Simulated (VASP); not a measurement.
# C (R-3m) in VASP: further runs, part 2 of 2

VASP 6.6.1. The steps go on from the part before.

### Step 5. Single point, LDA

This run uses another cell than the first one, of 8.55 Å³/atom, 0.980 times its volume.

The input, INCAR:

```
  PREC = Accurate
  ENCUT = 520
  EDIFF = 1E-7
  ISMEAR = 0
  SIGMA = 0.01
  LREAL = False
  LASPH = True
  NELM = 80
  ALGO = Normal
  ISIF = 2
  LWAVE = False
  LCHARG = False
  GGA = CA
  NBANDS = 11
```

The input, KPOINTS:

```
Automatic mesh
0
Gamma
  12 12 12
```

The input, POSCAR:

```
C
1.0
    1.2225045439      0.7058133275      3.3039531166
   -1.2225045439      0.7058133275      3.3039531166
    0.0000000000     -1.4116266550      3.3039531166
C
2
Direct
    0.8334286081      0.8334286081      0.8334286081
    0.1665713919      0.1665713919      0.1665713919
```

Potentials or basis: VASP PAW LDA potentials, release 64 (C).

Run with:

```
$ cat potpaw_LDA.64/C/POTCAR > POTCAR
$ mpirun -np 1 vasp_std > vasp.out
```

OUTCAR:

```text
PREC = Accurate
   ENCUT = 520
   EDIFF = 1E-7
   ISMEAR = 0
   LREAL = False
   LASPH = True
   NELM = 80
   ISIF = 2
   GGA = CA

 ion  position               nearest neighbor table
   1  0.833  0.833  0.833-   2 1.41   2 1.41   2 1.41
   2  0.167  0.167  0.167-   1 1.41   1 1.41   1 1.41

  LATTYP: Found a trigonal (rhomboedric) cell.
 ALAT       =     3.5928812964
 COS(alpha) =     0.7684497673

  Lattice vectors:

 A1 = (   1.2225045439,   0.7058133275,   3.3039531166)
 A2 = (  -1.2225045439,   0.7058133275,   3.3039531166)
 A3 = (   0.0000000000,  -1.4116266550,   3.3039531166)

Analysis of symmetry for initial positions (statically):
=====================================================================
 Subroutine PRICEL returns:
 Original cell was already a primitive cell.

 Routine SETGRP: Setting up the symmetry group for a
 trigonal (rhombohedral) supercell.

 Subroutine GETGRP returns: Found 12 space group operations
 (whereof 12 operations were pure point group operations)
 out of a pool of 12 trial point group operations.

[... 170 lines left out ...]
  band No.  band energies     occupation
      1     -14.8041      2.00000
      2      -1.7721      2.00000
      3       1.8658      2.00000
      4       1.8658      2.00000
      5       8.7704      0.00000
      6      13.3377      0.00000
      7      13.3377      0.00000
      8      16.3883      0.00000
      9      18.3692      0.00000
     10      27.5907      0.00000
     11      30.6830      0.00000
[... 309 lines left out ...]
 k-point    24 :      -0.4167    0.1667   -0.0000
  band No.  band energies     occupation
      1      -8.8811      2.00000
      2      -8.0438      2.00000
      3      -3.3642      2.00000
      4       3.3651      2.00000
      5       6.4777      0.00000
      6      15.3372      0.00000
      7      15.9959      0.00000
      8      17.1000      0.00000
      9      20.4255      0.00000
     10      24.2035      0.00000
     11      28.1286      0.00000

 [... further k-points ...]

------------------------ aborting loop because EDIFF is reached ----------------------------------------

  FORCE on cell =-STRESS in cart. coord.  units (eV):
  Direction    XX          YY          ZZ          XY          YZ          ZX
  --------------------------------------------------------------------------------------
  -------------------------------------------------------------------------------------
  Total        0.1381195      0.1381195     -0.0121909      0.0000000      0.0000000      0.0000000
  in kB       12.9371988     12.9371988     -1.1418786      0.0000000      0.0000000      0.0000000
  external PRESSURE =       8.2441730 kB  Pullay stress =       0.0000000 kB

 VOLUME and BASIS-vectors are now :
 -----------------------------------------------------------------------------
  energy-cutoff  :      520.00
  volume of cell :       17.11
      direct lattice vectors                 reciprocal lattice vectors
     1.222504544  0.705813328  3.303953117     0.408996435  0.236134202  0.100889244
    -1.222504544  0.705813328  3.303953117    -0.408996435  0.236134202  0.100889244
     0.000000000 -1.411626655  3.303953117     0.000000000 -0.472268403  0.100889244

 POSITION                                       TOTAL-FORCE (eV/Angst)
 -----------------------------------------------------------------------------------
      0.00000      0.00000      8.26083         0.000000     -0.000000      0.000373
      0.00000      0.00000      1.65103         0.000000      0.000000     -0.000373
 -----------------------------------------------------------------------------------
    total drift:                               -0.000000     -0.000000      0.000000

  FREE ENERGIE OF THE ION-ELECTRON SYSTEM (eV)
  ---------------------------------------------------
  free  energy   TOTEN  =       -20.2232607388 eV

  energy  without entropy=      -20.2232607388  energy(sigma->0) =      -20.22326074
```

OSZICAR:

```text
N       E                     dE             d eps       ncg     rms          rms(c)
DAV:   1     0.422758601312E+01    0.42276E+01   -0.45292E+03  4246   0.664E+02
DAV:   2    -0.210801787956E+02   -0.25308E+02   -0.23828E+02  5533   0.133E+02
DAV:   3    -0.216638902976E+02   -0.58371E+00   -0.58283E+00  5192   0.170E+01
DAV:   4    -0.216660470023E+02   -0.21567E-02   -0.21565E-02  4712   0.130E+00
DAV:   5    -0.216660561288E+02   -0.91265E-05   -0.91264E-05  5274   0.774E-02    0.667E+00
DAV:   6    -0.205622681467E+02    0.11038E+01   -0.99099E-01  4851   0.570E+00    0.378E+00
DAV:   7    -0.202237671012E+02    0.33850E+00   -0.10408E+00  4962   0.587E+00    0.105E+00
DAV:   8    -0.202239179616E+02   -0.15086E-03   -0.24979E-02  4637   0.103E+00    0.178E-01
DAV:   9    -0.202232704255E+02    0.64754E-03   -0.13839E-03  4928   0.217E-01    0.684E-02
DAV:  10    -0.202232615612E+02    0.88644E-05   -0.11534E-04  5088   0.735E-02    0.281E-02
DAV:  11    -0.202232607384E+02    0.82280E-06   -0.27632E-06  4869   0.119E-02    0.479E-03
DAV:  12    -0.202232607388E+02   -0.41382E-09   -0.28614E-08  3598   0.138E-03
   1 F= -.20223261E+02 E0= -.20223261E+02  d E =-.106320E-14
```

stdout:

```text
POSCAR found type information on POSCAR C
 POSCAR found :  1 types and       2 ions
 scaLAPACK will be used
 LDA part: xc-table for (Slater(with rela. corr.)+CA(PZ))
 , standard interpolation
 POSCAR, INCAR and KPOINTS ok, starting setup
 FFT: planning ... GRIDC
 FFT: planning ... GRID_SOFT
 FFT: planning ... GRID
 WAVECAR not read
 entering main loop
```

Run time: 35 s. Hardware: 1 thread of AMD EPYC 7R13 (Zen 3), shared host; peak memory 0.12 GiB.

What came out:

```yaml
Free_energy: -20.2233 eV
Pressure: 0.8 GPa
Band_gap_on_the_k_mesh: 0.73 eV, direct
```

Stress tensor (GPa, compression positive):
```
 1.29  0.00  0.00
 0.00  1.29  0.00
 0.00  0.00 -0.11
```

A k mesh can miss the band edges.

### Step 6. Summary

| task | cell | cutoff (eV) | smearing | gap on the mesh (eV) | pressure (GPa) |
| --- | --- | --- | --- | --- | --- |
| relaxation of shape and atoms at fixed volume | relaxed from a = 3.617 Å, angles 39.8°, 2 atoms | 600 | gaussian 0.01 eV | 0.66 | -0.9 |
| single point | a = 3.595 Å, angles 39.8°, 2 atoms | 520 | gaussian 0.05 eV | 0.73 | 0.8 |
| single point | a = 3.595 Å, angles 39.8°, 2 atoms | 520 | gaussian 0.02 eV | 0.73 | 0.8 |
| single point | a = 3.593 Å, angles 39.8°, 2 atoms | 520 | gaussian 0.01 eV | 0.73 | 0.8 |

Alike in all rows: level LDA; potentials or basis VASP PAW LDA potentials, release 64 (C); no spin polarisation; k mesh 12 × 12 × 12.

Absolute energies hang on the potentials; compare differences alone.
